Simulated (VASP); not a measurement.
# Ti (Im-3m) in VASP: density of states with PBE

Aim: the density of states of Ti with PBE.

Everything below comes from runs of VASP 6.6.1. Logs are shortened: lines on timing, memory, paths and dates and some standing lists are left out, and cuts for length are marked.

### Step 1. The cell of the first run

The structure is cubic, space group Im-3m (No. 229). The conventional cell has a = 3.256 Å, b = 3.256 Å, c = 3.256 Å, α = 90.00°, β = 90.00°, γ = 90.00°. Ti (site symmetry m-3m) has 14 Ti at 2.82 to 3.26 Å within 3.7 Å.

### Step 2. Density of states, PBE

POSCAR

```
Ti
1.0
   -1.6279408702      1.6279408702      1.6279408702
    1.6279408702     -1.6279408702      1.6279408702
    1.6279408702      1.6279408702     -1.6279408702
Ti
1
Direct
    0.0000000000      0.0000000000      0.0000000000
```

INCAR.step1

```
  PREC = Accurate
  ENCUT = 520
  EDIFF = 1E-6
  ISMEAR = 0
  SIGMA = 0.05
  LREAL = F
  LASPH = T
  NELM = 100
  ALGO = Normal
  ISIF = 2
  LWAVE = F
  LCHARG = T
  LMAXMIX = 4
  GGA = PE
  NBANDS = 12
```

KPOINTS.step1

```
Automatic mesh
0
Gamma
  18 18 18
```

INCAR.step2

```
  PREC = Accurate
  ENCUT = 520
  EDIFF = 1E-6
  ISMEAR = -5
  SIGMA = 0.05
  LREAL = F
  LASPH = T
  NELM = 100
  ALGO = Normal
  ISIF = 2
  LWAVE = F
  LCHARG = F
  LMAXMIX = 4
  GGA = PE
  LORBIT = 10
  NBANDS = 12
  NEDOS = 1001
  ICHARG = 11
```

KPOINTS.step2

```
Automatic mesh
0
Gamma
  27 27 27
```

Potentials or basis: VASP PAW PBE potentials, release 64 (Ti_sv).

Launch:

```
$ cat potpaw_PBE.64/Ti_sv/POTCAR > POTCAR
$ cp INCAR.step1 INCAR
$ cp KPOINTS.step1 KPOINTS
$ mpirun -np 1 vasp_std > vasp.out
$ cp INCAR.step2 INCAR
$ cp KPOINTS.step2 KPOINTS
$ mpirun -np 1 vasp_std > vasp.out
```

OUTCAR:

```text
PREC = Accurate
   ENCUT = 520
   EDIFF = 1E-6
   ISMEAR = -5
   LREAL = F
   LASPH = T
   NELM = 100
   ISIF = 2
   GGA = PE
   LORBIT = 10
   ICHARG = 11

 ion  position               nearest neighbor table
   1  0.000  0.000  0.000-

  LATTYP: Found a body centered cubic cell.
 ALAT       =     3.2558817404

  Lattice vectors:

 A1 = (  -1.6279408702,   1.6279408702,   1.6279408702)
 A2 = (   1.6279408702,  -1.6279408702,   1.6279408702)
 A3 = (   1.6279408702,   1.6279408702,  -1.6279408702)

Analysis of symmetry for initial positions (statically):
=====================================================================
 Subroutine PRICEL returns:
 Original cell was already a primitive cell.

 Routine SETGRP: Setting up the symmetry group for a
 body centered cubic supercell.

 Subroutine GETGRP returns: Found 48 space group operations
 (whereof 48 operations were pure point group operations)
 out of a pool of 48 trial point group operations.

The static configuration has the point symmetry O_h .

Analysis of symmetry for dynamics (positions and initial velocities):
=====================================================================
 Subroutine PRICEL returns:
 Original cell was already a primitive cell.

 Routine SETGRP: Setting up the symmetry group for a
 body centered cubic supercell.

 Subroutine GETGRP returns: Found 48 space group operations
 (whereof 48 operations were pure point group operations)
 out of a pool of 48 trial point group operations.

The dynamic configuration has the point symmetry O_h .

 Subroutine INISYM returns: Found 48 space group operations
 (whereof 48 operations are pure point group operations),
 and found     1 'primitive' translations

----------------------------------------------------------------------------------------

                                     Primitive cell

  volume of cell :      17.2574

  direct lattice vectors                    reciprocal lattice vectors
    -1.627940870  1.627940870  1.627940870     0.000000000  0.307136462  0.307136462
     1.627940870 -1.627940870  1.627940870     0.307136462  0.000000000  0.307136462
     1.627940870  1.627940870 -1.627940870     0.307136462  0.307136462  0.000000000

  length of vectors
     2.819676299  2.819676299  2.819676299     0.434356551  0.434356551  0.434356551

  position of ions in fractional coordinates (direct lattice)
     0.000000000  0.000000000  0.000000000

  ion indices of the primitive-cell ions
   primitive index   ion index
                 1           1

----------------------------------------------------------------------------------------

 KPOINTS: Automatic mesh

Automatic generation of k-mesh.
 Grid dimensions read from file:
 generate k-points for:   27   27   27

 Generating k-lattice:

  Cartesian coordinates                     Fractional coordinates (reciprocal lattice)
     0.000000000  0.011375425  0.011375425     0.037037037  0.000000000  0.000000000
     0.011375425  0.000000000  0.011375425     0.000000000  0.037037037  0.000000000
     0.011375425  0.011375425  0.000000000     0.000000000  0.000000000  0.037037037

  Length of vectors
     0.016087280  0.016087280  0.016087280

  Shift w.r.t. Gamma in fractional coordinates (k-lattice)
     0.000000000  0.000000000  0.000000000

 TETIRR: Found  23679 inequivalent tetrahedra from   118098

 Subroutine IBZKPT returns following result:
 ===========================================

 Found    560 irreducible k-points:

 Following reciprocal coordinates:
            Coordinates               Weight
  0.000000  0.000000  0.000000      1.000000
  0.037037  0.000000  0.000000     12.000000
  0.074074  0.000000  0.000000     12.000000
  0.111111  0.000000  0.000000     12.000000
  0.148148  0.000000  0.000000     12.000000
  0.185185  0.000000  0.000000     12.000000
[... 16 lines left out ...]
  0.333333  0.037037  0.000000     48.000000
  0.370370  0.037037  0.000000     48.000000
 [... further k-points ...]
   k-points           NKPTS =    560   k-points in BZ     NKDIM =    560   number of bands    NBANDS=     12
   number of dos      NEDOS =   1001   number of ions     NIONS =      1
   total plane-waves  NPLWV =  13824
   dimension x,y,z NGX =    24 NGY =   24 NGZ =   24
   dimension x,y,z NGXF=    48 NGYF=   48 NGZF=   48
   ions per type =               1
   NGX,Y,Z   is equivalent  to a cutoff of  14.15, 14.15, 14.15 a.u.
   NGXF,Y,Z  is equivalent  to a cutoff of  28.30, 28.30, 28.30 a.u.
 SYSTEM =  unknown system
   PREC   = accura    normal or accurate (medium, high low for compatibility)
   ISTART =      0    job   : 0-new  1-cont  2-samecut
   ICHARG =     11    charge: 1-file 2-atom 10-const
   ISPIN  =      1    spin polarized calculation?
   LNONCOLLINEAR =      F non collinear calculations
   LSORBIT =      F    spin-orbit coupling
   LASPH  =      T    aspherical Exc in radial PAW
   ENCUT  =  520.0 eV  38.22 Ry    6.18 a.u.   5.24  5.24  5.24*2*pi/ulx,y,z
   NELM   =    100;   NELMIN=  2; NELMDL=  0     # of ELM steps
   EDIFF  = 0.1E-05   stopping-criterion for ELM
   LREAL  =      F    real-space projection
   EDIFFG = 0.1E-04   stopping-criterion for IOM
   NSW    =      0    number of steps for IOM
   IBRION =     -1    ionic relax: 0-MD 1-quasi-New 2-CG
   NFREE  =      0    steps in history (QN), initial steepest desc. (CG)
   ISIF   =      2    stress and relaxation
   ISYM   =      2    0-nonsym 1-usesym 2-fastsym
   POTIM  = 0.5000    time-step for ionic-motion
   TEBEG  =    0.0;   TEEND  =   0.0 temperature during run
   PSTRESS=    0.0 pullay stress
   NELECT =      12.0000    total number of electrons
   NUPDOWN=      -1.0000    fix difference up-down
   EMIN   =  10.00;   EMAX   =-10.00  energy-range for DOS
   EFERMI =   0.00;   METHOD = LEGACY
   ISMEAR =    -5;   SIGMA  =   0.05  broadening in eV -4-tet -1-fermi 0-gaus
   EFERMI_NEDOS =   21; number of points for ismear=-14 and -15
   IALGO  =     38    algorithm
   IMIX   =      4    mixing-type and parameters
     AMIX     =   0.40;   BMIX     =  1.00
     AMIX_MAG =   1.60;   BMIX_MAG =  1.00
  volume/ion in A,a.u.               =      17.26       116.46
  Fermi-wavevector in a.u.,A,eV,Ry     =   1.450363  2.740788 28.620562  2.103552
  Thomas-Fermi vector in A             =   2.567983
   LORBIT       =     10    0 simple, 1 ext, 2 COOP (PROOUT), +10 PAW based schemes
   GGA     = PE    functional components
   LHFCALC =     F    Hartree Fock is set to
   AEXX    =    0.0000 exact exchange contribution
   IVDW    =     0    specifies the selected vdW correction
   LEPSILON=     F    determine dielectric tensor
   LRPA    =     F    only Hartree local field effects (RPA)
 non-spin polarized calculation
 Fermi weights with tetrahedron method with Bloechl corrections
  energy-cutoff  :      520.00
  volume of cell :       17.26
 maximum number of plane-waves:       478
 NGX is ok and might be reduce to    24

 number of electron      11.9999997 magnetization

 Free energy of the ion-electron system (eV)
  ---------------------------------------------------
  ext. energy  EPLUGINS =         0.00000000
  ---------------------------------------------------
  free energy    TOTEN  =        -7.72500481 eV

  energy without entropy =       -7.72500481  energy(sigma->0) =       -7.72500481

 E-fermi :   8.1485     XC(G=0): -11.5247

 val. band max:        8.1890562987   @ k =  -0.4815  -0.4815   0.1111
 cond. band min:       8.1497101920   @ k =  -0.3704  -0.4074   0.1481
 fundamental gap:     -0.0393461066
 Fermi energy:         8.1484746444

 k-point     1 :       0.0000    0.0000    0.0000
  band No.  band energies     occupation
      1     -48.3728      2.00000
      2     -24.2215      2.00000
      3     -24.2215      2.00000
      4     -24.2215      2.00000
      5       2.1852      2.00000
      6       9.1427      0.00000
      7       9.1427      0.00000
      8       9.1427      0.00000
      9      10.9128      0.00000
     10      10.9128      0.00000
     11      25.6103      0.00000
     12      25.6103      0.00000

 k-point     2 :       0.0370    0.0000    0.0000
  band No.  band energies     occupation
      1     -48.3710      2.00000
      2     -24.2312      2.00000
      3     -24.2245      2.00000
      4     -24.2216      2.00000
      5       2.2328      2.00000
      6       9.1208      0.00000
      7       9.1374      0.00000
      8       9.1772      0.00000
      9      10.8860      0.00000
     10      10.9140      0.00000
     11      25.5393      0.00000
     12      25.6098      0.00000

 k-point     3 :       0.0741    0.0000    0.0000
  band No.  band energies     occupation
      1     -48.3657      2.00000
      2     -24.2595      2.00000
      3     -24.2332      2.00000
      4     -24.2218      2.00000
      5       2.3739      2.00000
      6       9.0567      0.00000
      7       9.1175      0.00000
      8       9.2799      0.00000
      9      10.8144      0.00000
     10      10.9181      0.00000
     11      25.3189      0.00000
     12      25.5862      0.00000
[... 286 lines left out ...]
 k-point    23 :       0.3333    0.0370    0.0000
  band No.  band energies     occupation
      1     -48.2648      2.00000
      2     -24.7727      2.00000
      3     -24.3960      2.00000
      4     -24.2289      2.00000
      5       5.2424      2.00000
      6       7.9985      2.03413
      7       8.4975      0.00000
      8      10.7854      0.00000
      9      11.1600      0.00000
     10      11.6435      0.00000
     11      19.2484      0.00000
     12      22.4977      0.00000

 k-point    24 :       0.3704    0.0370    0.0000
  band No.  band energies     occupation
      1     -48.2534      2.00000
      2     -24.8279      2.00000
      3     -24.4144      2.00000
      4     -24.2293      2.00000
      5       5.4902      2.00000
      6       7.8935      2.00000
      7       8.6752      0.00000
      8      10.8468      0.00000
      9      11.2056      0.00000
     10      11.9824      0.00000
     11      18.3622      0.00000
     12      22.1106      0.00000

 [... further k-points ...]
[... 5 lines left out ...]
  --------------------------------------------------------------------------------------
  -------------------------------------------------------------------------------------
  Total        0.0188982      0.0188982      0.0188982      0.0000000      0.0000000     -0.0000000
  in kB        1.7545091      1.7545091      1.7545091      0.0000000      0.0000000     -0.0000000
  external PRESSURE =       1.7545091 kB  Pullay stress =       0.0000000 kB

 VOLUME and BASIS-vectors are now :
 -----------------------------------------------------------------------------
  energy-cutoff  :      520.00
  volume of cell :       17.26
      direct lattice vectors                 reciprocal lattice vectors
    -1.627940870  1.627940870  1.627940870     0.000000000  0.307136462  0.307136462
     1.627940870 -1.627940870  1.627940870     0.307136462  0.000000000  0.307136462
     1.627940870  1.627940870 -1.627940870     0.307136462  0.307136462  0.000000000

 POSITION                                       TOTAL-FORCE (eV/Angst)
 -----------------------------------------------------------------------------------
      0.00000      0.00000      0.00000         0.000000     -0.000000     -0.000000
 -----------------------------------------------------------------------------------
    total drift:                               -0.000000      0.000000      0.000000

  FREE ENERGIE OF THE ION-ELECTRON SYSTEM (eV)
  ---------------------------------------------------
  free  energy   TOTEN  =        -7.7250048078 eV

  energy  without entropy=       -7.7250048078  energy(sigma->0) =       -7.72500481

 total charge

# of ion       s       p       d       tot
------------------------------------------
    1        2.244   6.112   1.917  10.273
```

It took 56 s on 1 thread of Intel Xeon Platinum 8375C at 2.90GHz (Ice Lake), shared host; peak memory 0.27 GiB.

What came out:

| Quantity | Value |
| --- | --- |
| Valence electrons inside the program's atomic spheres | Ti 10.27 |

Caveat: tetrahedron occupations give inexact forces and stress in metals.
